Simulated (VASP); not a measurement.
# Al5N (F-43m) in VASP: a series of runs

The runs below take Al5N through single point, relaxation of cell and atoms, with PBE.

Everything below comes from runs of VASP 6.6.1. Logs are shortened: lines on timing, memory, paths and dates and some standing lists are left out, and cuts for length are marked.

## (1) The cell of the first run

The structure is cubic, space group F-43m (No. 216). The conventional cell has a = 7.101 Å, b = 7.101 Å, c = 7.101 Å, α = 90.00°, β = 90.00°, γ = 90.00°. Al (site symmetry -43m) has 12 Al at 2.94 Å and 4 N at 3.07 Å within 3.9 Å. Within 3.3 Å of Al (site symmetry 3m) lie 9 Al at 2.50 to 2.94 Å and 3 N at 2.95 Å. Within 3.9 Å of N (site symmetry -43m) lie 16 Al at 2.95 to 3.07 Å.

## (2) Single point, PBE, collinear spin, ferromagnetic start

INCAR reads:

```
SYSTEM = Al5N
  PREC = Accurate
  ENCUT = 520
  EDIFF = 1E-6
  ISMEAR = 0
  SIGMA = 0.1
  LREAL = .FALSE.
  LASPH = .TRUE.
  NELM = 150
  ALGO = Normal
  ISIF = 2
  LWAVE = .FALSE.
  LCHARG = .FALSE.
  ISPIN = 2
  MAGMOM = 0 0 0 0 0 1
  LORBIT = 11
  GGA = PE
  NBANDS = 23
```

KPOINTS reads:

```
Automatic mesh
0
G
  4 4 4
  0 0 0
```

POSCAR reads:

```
Al5N
1.0
    0.0000000000      3.5505791900      3.5505791900
    3.5505791900      0.0000000000      3.5505791900
    3.5505791900      3.5505791900      0.0000000000
Al N
5 1
Direct
    0.2500000000      0.2500000000      0.2500000000
    0.6242626200      0.1272121400      0.6242626200
    0.6242626200      0.6242626200      0.1272121400
    0.6242626200      0.6242626200      0.6242626200
    0.1272121400      0.6242626200      0.6242626200
    0.0000000000      0.0000000000      0.0000000000
```

Potentials or basis: VASP PAW PBE potentials, release 64 (Al, N).

Started as:

```
$ cat potpaw_PBE.64/Al/POTCAR potpaw_PBE.64/N/POTCAR > POTCAR
$ mpirun -np 1 vasp_std > vasp.out
```

OUTCAR:

```text
SYSTEM = Al5N
   PREC = Accurate
   ENCUT = 520
   EDIFF = 1E-6
   ISMEAR = 0
   LREAL = .FALSE.
   LASPH = .TRUE.
   NELM = 150
   ISIF = 2
   ISPIN = 2
   LORBIT = 11
   GGA = PE

 ion  position               nearest neighbor table
   1  0.250  0.250  0.250-   2 2.94   5 2.94   3 2.94   5 2.94   2 2.94   3 2.94   4 2.94   4 2.94
                             4 2.94   2 2.94   3 2.94   5 2.94
   2  0.624  0.127  0.624-   3 2.50   4 2.50   5 2.50   5 2.53   3 2.53   4 2.53   1 2.94   1 2.94
                             1 2.94
   3  0.624  0.624  0.127-   2 2.50   4 2.50   5 2.50   2 2.53   5 2.53   4 2.53   1 2.94   1 2.94
                             1 2.94
   4  0.624  0.624  0.624-   2 2.50   3 2.50   5 2.50   5 2.53   2 2.53   3 2.53   1 2.94   1 2.94
                             1 2.94
   5  0.127  0.624  0.624-   2 2.50   3 2.50   4 2.50   2 2.53   3 2.53   4 2.53   1 2.94   1 2.94
                             1 2.94
   6  0.000  0.000  0.000-

  LATTYP: Found a face centered cubic cell.
 ALAT       =     7.1011583800

  Lattice vectors:

 A1 = (   0.0000000000,   3.5505791900,   3.5505791900)
 A2 = (   3.5505791900,   0.0000000000,   3.5505791900)
 A3 = (   3.5505791900,   3.5505791900,   0.0000000000)

Analysis of symmetry for initial positions (statically):
=====================================================================
 Subroutine PRICEL returns:
 Original cell was already a primitive cell.

 Routine SETGRP: Setting up the symmetry group for a
 face centered cubic supercell.

 Subroutine GETGRP returns: Found 24 space group operations
 (whereof 24 operations were pure point group operations)
 out of a pool of 48 trial point group operations.

The static configuration has the point symmetry T_d .

Analysis of symmetry for dynamics (positions and initial velocities):
=====================================================================
 Subroutine PRICEL returns:
 Original cell was already a primitive cell.

 Routine SETGRP: Setting up the symmetry group for a
 face centered cubic supercell.

 Subroutine GETGRP returns: Found 24 space group operations
 (whereof 24 operations were pure point group operations)
 out of a pool of 48 trial point group operations.

The dynamic configuration has the point symmetry T_d .

Analysis of structural, dynamic, and magnetic symmetry:
=====================================================================
 Subroutine PRICEL returns:
 Original cell was already a primitive cell.

 Routine SETGRP: Setting up the symmetry group for a
 face centered cubic supercell.

 Subroutine GETGRP returns: Found 24 space group operations
 (whereof 24 operations were pure point group operations)
 out of a pool of 48 trial point group operations.

The overall configuration has the point symmetry T_d .

 Subroutine INISYM returns: Found 24 space group operations
 (whereof 24 operations are pure point group operations),
 and found     1 'primitive' translations

----------------------------------------------------------------------------------------

                                     Primitive cell

  volume of cell :      89.5216

  direct lattice vectors                    reciprocal lattice vectors
     0.000000000  3.550579190  3.550579190    -0.140822095  0.140822095  0.140822095
     3.550579190  0.000000000  3.550579190     0.140822095 -0.140822095  0.140822095
     3.550579190  3.550579190  0.000000000     0.140822095  0.140822095 -0.140822095

  length of vectors
     5.021277245  5.021277245  5.021277245     0.243911023  0.243911023  0.243911023

  position of ions in fractional coordinates (direct lattice)
     0.250000000  0.250000000  0.250000000
     0.624262620  0.127212140  0.624262620
     0.624262620  0.624262620  0.127212140
     0.624262620  0.624262620  0.624262620
     0.127212140  0.624262620  0.624262620
     0.000000000  0.000000000  0.000000000

  ion indices of the primitive-cell ions
   primitive index   ion index
                 1           1
                 2           2
                 3           3
                 4           4
                 5           5
                 6           6

----------------------------------------------------------------------------------------

 KPOINTS: Automatic mesh

Automatic generation of k-mesh.
 Grid dimensions read from file:
 generate k-points for:    4    4    4

 Generating k-lattice:

  Cartesian coordinates                     Fractional coordinates (reciprocal lattice)
    -0.035205524  0.035205524  0.035205524     0.250000000  0.000000000  0.000000000
     0.035205524 -0.035205524  0.035205524     0.000000000  0.250000000  0.000000000
     0.035205524  0.035205524 -0.035205524     0.000000000  0.000000000  0.250000000

  Length of vectors
     0.060977756  0.060977756  0.060977756

  Shift w.r.t. Gamma in fractional coordinates (k-lattice)
     0.000000000  0.000000000  0.000000000

 Subroutine IBZKPT returns following result:
 ===========================================

 Found      8 irreducible k-points:

 Following reciprocal coordinates:
            Coordinates               Weight
  0.000000  0.000000  0.000000      1.000000
  0.250000  0.000000  0.000000      8.000000
  0.500000  0.000000  0.000000      4.000000
  0.250000  0.250000  0.000000      6.000000
  0.500000  0.250000  0.000000     24.000000
 -0.250000  0.250000  0.000000     12.000000
  0.500000  0.500000  0.000000      3.000000
 -0.250000  0.500000  0.250000      6.000000
   k-points           NKPTS =      8   k-points in BZ     NKDIM =      8   number of bands    NBANDS=     23
   number of dos      NEDOS =    301   number of ions     NIONS =      6
   total plane-waves  NPLWV =  64000
   dimension x,y,z NGX =    40 NGY =   40 NGZ =   40
   dimension x,y,z NGXF=    80 NGYF=   80 NGZF=   80
   ions per type =               5   1
   NGX,Y,Z   is equivalent  to a cutoff of  13.24, 13.24, 13.24 a.u.
   NGXF,Y,Z  is equivalent  to a cutoff of  26.49, 26.49, 26.49 a.u.
 SYSTEM =  Al5N
   PREC   = accura    normal or accurate (medium, high low for compatibility)
   ISTART =      0    job   : 0-new  1-cont  2-samecut
   ICHARG =      2    charge: 1-file 2-atom 10-const
   ISPIN  =      2    spin polarized calculation?
   LNONCOLLINEAR =      F non collinear calculations
   LSORBIT =      F    spin-orbit coupling
   LASPH  =      T    aspherical Exc in radial PAW
   ENCUT  =  520.0 eV  38.22 Ry    6.18 a.u.   9.34  9.34  9.34*2*pi/ulx,y,z
   NELM   =    150;   NELMIN=  2; NELMDL= -5     # of ELM steps
   EDIFF  = 0.1E-05   stopping-criterion for ELM
   LREAL  =      F    real-space projection
[... 7 lines left out ...]
   TEBEG  =    0.0;   TEEND  =   0.0 temperature during run
   PSTRESS=    0.0 pullay stress
   NELECT =      20.0000    total number of electrons
   NUPDOWN=      -1.0000    fix difference up-down
   EMIN   =  10.00;   EMAX   =-10.00  energy-range for DOS
   EFERMI =   0.00;   METHOD = LEGACY
   ISMEAR =     0;   SIGMA  =   0.10  broadening in eV -4-tet -1-fermi 0-gaus
   EFERMI_NEDOS =   21; number of points for ismear=-14 and -15
   IALGO  =     38    algorithm
   IMIX   =      4    mixing-type and parameters
     AMIX     =   0.40;   BMIX     =  1.00
     AMIX_MAG =   1.60;   BMIX_MAG =  1.00
  volume/ion in A,a.u.               =      14.92       100.69
  Fermi-wavevector in a.u.,A,eV,Ry     =   0.993365  1.877188 13.425882  0.986775
  Thomas-Fermi vector in A             =   2.125242
   LORBIT       =     11    0 simple, 1 ext, 2 COOP (PROOUT), +10 PAW based schemes
   GGA     = PE    functional components
   LHFCALC =     F    Hartree Fock is set to
   AEXX    =    0.0000 exact exchange contribution
   IVDW    =     0    specifies the selected vdW correction
   LEPSILON=     F    determine dielectric tensor
   LRPA    =     F    only Hartree local field effects (RPA)
 spin polarized calculation
 Gauss-broadening in eV      SIGMA  =   0.10
  energy-cutoff  :      520.00
  volume of cell :       89.52
 maximum number of plane-waves:      2450
 NGX is ok and might be reduce to    40
   NGX = 19   NGY = 19   NGZ = 19

 number of electron      19.9999999 magnetization       0.0005665

 number of electron      19.9999999 magnetization      -0.0005827

 Free energy of the ion-electron system (eV)
  ---------------------------------------------------
  ext. energy  EPLUGINS =         0.00000000
  ---------------------------------------------------
  free energy    TOTEN  =       -21.49521409 eV

  energy without entropy =      -21.46690091  energy(sigma->0) =      -21.48105750

 E-fermi :   7.5445     XC(G=0): -10.3365

 val. band max:        7.5360649411   @ k =   0.5000   0.2500   0.0000
 cond. band min:       7.8013859975   @ k =   0.0000   0.0000   0.0000
 fundamental gap:      0.2653210564
 Fermi energy:         7.5444946112

 spin component 1

 k-point     1 :       0.0000    0.0000    0.0000
  band No.  band energies     occupation
      1      -5.8179      1.00000
      2      -2.1407      1.00000
      3       2.7605      1.00000
      4       4.1136      1.00000
      5       4.1136      1.00000
      6       4.1136      1.00000
[... 14 lines left out ...]
     21      17.2964      0.00000
     22      19.4079      0.00000

 k-point     2 :       0.2500    0.0000    0.0000
  band No.  band energies     occupation
      1      -5.5897      1.00000
      2      -2.1702      1.00000
      3       1.2817      1.00000
      4       3.0321      1.00000
      5       3.7270      1.00000
      6       3.7270      1.00000
[... 14 lines left out ...]
     21      16.1909      0.00000
     22      18.0667      0.00000
[... 108 lines left out ...]
      6       1.9901      1.00000
[... 14 lines left out ...]
     21      14.6366      0.00000
     22      14.6366      0.00000

 k-point     8 :      -0.2500    0.5000    0.2500
  band No.  band energies     occupation
      1      -5.2024      1.00000
      2      -1.0779      1.00000
      3      -0.8577      1.00000
      4       0.2429      1.00000
      5       3.0616      1.00000
      6       4.2981      1.00000
[... 14 lines left out ...]
     21      15.9095      0.00000
     22      15.9734      0.00000
 Fermi energy:         7.5444946112

 spin component 2

 k-point     1 :       0.0000    0.0000    0.0000
  band No.  band energies     occupation
      1      -5.8183      1.00000
      2      -2.1409      1.00000
      3       2.7604      1.00000
      4       4.1135      1.00000
      5       4.1135      1.00000
      6       4.1135      1.00000
[... 14 lines left out ...]
     21      17.2963      0.00000
     22      19.4079      0.00000

 k-point     2 :       0.2500    0.0000    0.0000
  band No.  band energies     occupation
      1      -5.5901      1.00000
      2      -2.1704      1.00000
      3       1.2816      1.00000
      4       3.0320      1.00000
      5       3.7269      1.00000
      6       3.7269      1.00000
[... 14 lines left out ...]
     21      16.1907      0.00000
     22      18.0666      0.00000
[... 108 lines left out ...]
      6       1.9900      1.00000
[... 14 lines left out ...]
     21      14.6366      0.00000
     22      14.6366      0.00000

 k-point     8 :      -0.2500    0.5000    0.2500
  band No.  band energies     occupation
      1      -5.2029      1.00000
      2      -1.0780      1.00000
      3      -0.8578      1.00000
      4       0.2428      1.00000
      5       3.0615      1.00000
      6       4.2979      1.00000
[... 14 lines left out ...]
     21      15.9095      0.00000
     22      15.9733      0.00000
 [bands above 22 left out]

------------------------ aborting loop because EDIFF is reached ----------------------------------------

  FORCE on cell =-STRESS in cart. coord.  units (eV):
  Direction    XX          YY          ZZ          XY          YZ          ZX
  --------------------------------------------------------------------------------------
  -------------------------------------------------------------------------------------
  Total        3.9854278      3.9854278      3.9854278      0.0000000      0.0000000      0.0000000
  in kB       71.3276503     71.3276503     71.3276503      0.0000000      0.0000000      0.0000000
  external PRESSURE =      71.3276503 kB  Pullay stress =       0.0000000 kB

 VOLUME and BASIS-vectors are now :
 -----------------------------------------------------------------------------
  energy-cutoff  :      520.00
  volume of cell :       89.52
      direct lattice vectors                 reciprocal lattice vectors
     0.000000000  3.550579190  3.550579190    -0.140822095  0.140822095  0.140822095
     3.550579190  0.000000000  3.550579190     0.140822095 -0.140822095  0.140822095
     3.550579190  3.550579190  0.000000000     0.140822095  0.140822095 -0.140822095

 POSITION                                       TOTAL-FORCE (eV/Angst)
 -----------------------------------------------------------------------------------
      1.77529      1.77529      1.77529        -0.000000      0.000000     -0.000000
      2.66817      4.43299      2.66817        -0.082077      0.082077     -0.082077
      2.66817      2.66817      4.43299        -0.082077     -0.082077      0.082077
      4.43299      4.43299      4.43299         0.082077      0.082077      0.082077
      4.43299      2.66817      2.66817         0.082077     -0.082077     -0.082077
      0.00000      0.00000      0.00000        -0.000000      0.000000     -0.000000
 -----------------------------------------------------------------------------------
    total drift:                                0.000000      0.000000      0.000000

  FREE ENERGIE OF THE ION-ELECTRON SYSTEM (eV)
  ---------------------------------------------------
  free  energy   TOTEN  =       -21.4952140920 eV

  energy  without entropy=      -21.4669009082  energy(sigma->0) =      -21.48105750

 total charge

# of ion       s       p       d       tot
------------------------------------------
    1        0.416   0.292   0.000   0.708
    2        0.455   0.388   0.000   0.843
    3        0.455   0.388   0.000   0.843
    4        0.455   0.388   0.000   0.843
    5        0.455   0.388   0.000   0.843
    6        1.346   2.015   0.000   3.361
--------------------------------------------------
tot          3.580   3.860   0.000   7.440

 magnetization (x)

# of ion       s       p       d       tot
------------------------------------------
    1       -0.000  -0.000   0.000  -0.000
    2       -0.000  -0.000   0.000  -0.000
    3       -0.000  -0.000   0.000  -0.000
    4       -0.000  -0.000   0.000  -0.000
    5       -0.000  -0.000   0.000  -0.000
    6       -0.000  -0.000   0.000  -0.000
--------------------------------------------------
tot         -0.000  -0.000   0.000  -0.000
```

Run time: 43 s. Hardware: 1 thread of Intel Xeon Platinum 8488C (Sapphire Rapids), shared host; peak memory 0.28 GiB.

Results:

- Free energy: -21.4952 eV
- Pressure: 7.1 GPa
- Largest force: 0.142 eV/Å
- Band gap on the k mesh: zero (filled and empty bands overlap)
- Net moment: 0.00 μB per cell
- Valence electrons inside the program's atomic spheres: Al 0.71, 0.84; N 3.36

Forces in eV/Å, atoms in the order of the input:
```
Al   0.000  0.000  0.000
Al  -0.082  0.082 -0.082
Al  -0.082 -0.082  0.082
Al   0.082  0.082  0.082
Al   0.082 -0.082 -0.082
N    0.000  0.000  0.000
```

Levels at points of the mesh, in eV from the Fermi level:
Spin up:
```tsv
k point	band 7	band 8	band 9	band 10	band 11	band 12	band 13	band 14
(0.00, 0.00, 0.00)	-2.39	-2.39	-2.39	-1.88	-0.88	-0.88	-0.88	0.26
(0.50, 0.00, 0.00)	-3.45	-3.45	-1.04	0.40	0.51	0.51	2.25	2.25
(0.50, 0.50, 0.00)	-1.67	-0.44	-0.24	-0.24	2.33	2.49	2.52	2.52
```
Spin down:
```csv
k point,band 7,band 8,band 9,band 10,band 11,band 12,band 13,band 14
"(0.00, 0.00, 0.00)",-2.39,-2.39,-2.39,-1.88,-0.88,-0.88,-0.88,0.26
"(0.50, 0.00, 0.00)",-3.45,-3.45,-1.04,0.40,0.51,0.51,2.25,2.25
"(0.50, 0.50, 0.00)",-1.67,-0.44,-0.24,-0.24,2.33,2.49,2.52,2.52
```

Caveat: the k points lie up to 0.38 Å⁻¹ apart.

[end of part 1 of 2]
